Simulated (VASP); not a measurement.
Runs of VASP 6.6.1 on GaP. The structure is that of space group F-43m (No. 216), or close to it. The cells are those of the table. 

```csv
cell,gap on the mesh (eV),pressure (GPa)
"a = 3.844, b = 3.844, c = 3.893 Å, angles 59.6, 59.6, 60.8°, 2 atoms",1.41,2.0
"a = 3.747, b = 3.747, c = 3.698 Å, angles 60.4, 60.4, 59.1°, 2 atoms",(a),13.0
"a = 3.894, b = 3.894, c = 3.795 Å, angles 60.8, 60.8, 58.3°, 2 atoms",(d),2.0
"a = 4.039, b = 4.039, c = 3.990 Å, angles 60.4, 60.4, 59.2°, 2 atoms",(c),-6.0
"a = 4.087 Å, angles 60.0°, 2 atoms",(b),-8.0
"a = 3.795 Å, angles 60.0°, 2 atoms",1.55,6.9
"a = 3.747, b = 3.747, c = 3.795 Å, angles 59.6, 59.6, 60.9°, 2 atoms",1.26,9.7
"a = 3.991, b = 3.991, c = 3.893 Å, angles 60.8, 60.8, 58.4°, 2 atoms",1.07,-3.4
```

Alike in all rows: task single point; level PBE; potentials or basis VASP PAW PBE potentials, release 64 (Ga_d, P); no spin polarisation; k mesh 8 × 8 × 8; cutoff (eV) 520; smearing gaussian 0.05 eV.

Task: Fill in the values left out.

Result: (a) 1.31; (b) 0.44; (c) 0.75; (d) 1.40.

A k mesh can miss the band edges, and the runs leave out spin-orbit coupling on Ga.
